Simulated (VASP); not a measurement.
A run of VASP 6.6.1:

Contents of INCAR:

```
PREC = Accurate
ENCUT = 520
EDIFF = 1E-6
ISMEAR = -1
SIGMA = 0.1
LREAL = F
LASPH = T
NELM = 100
ALGO = Normal
ISIF = 2
LWAVE = F
LCHARG = F
NBANDS = 20
```

File KPOINTS:

```
Automatic mesh
0
Gamma
  6 6 7
```

Contents of POSCAR:

```
CuI2
1.0
    5.2003840000      0.0000000000      0.0000000000
    0.0000000000      5.2003840000      0.0000000000
    0.0000000000      0.0000000000      4.5441700000
Cu I
1 2
Direct
    0.0000000000      0.0000000000      0.0000000000
    0.0000000000      0.5000000000      0.0000000000
    0.5000000000      0.0000000000      0.0000000000
```

Potentials or basis: VASP PAW LDA potentials, release 64 (Cu, I).

The run is started by

```bash
$ cat potpaw_LDA.64/Cu/POTCAR potpaw_LDA.64/I/POTCAR > POTCAR
$ mpirun -np 1 vasp_std > vasp.out
```

Hardware: 1 thread of Intel(R) Xeon(R) Platinum 8488C (Sapphire Rapids) (shared host).

Estimate the wall time of this run.

It took 90 s on 1 thread of Intel(R) Xeon(R) Platinum 8488C (Sapphire Rapids), with other jobs on the host, peak memory 0.24 GiB. Counts: scf iterations 19, k points 40.
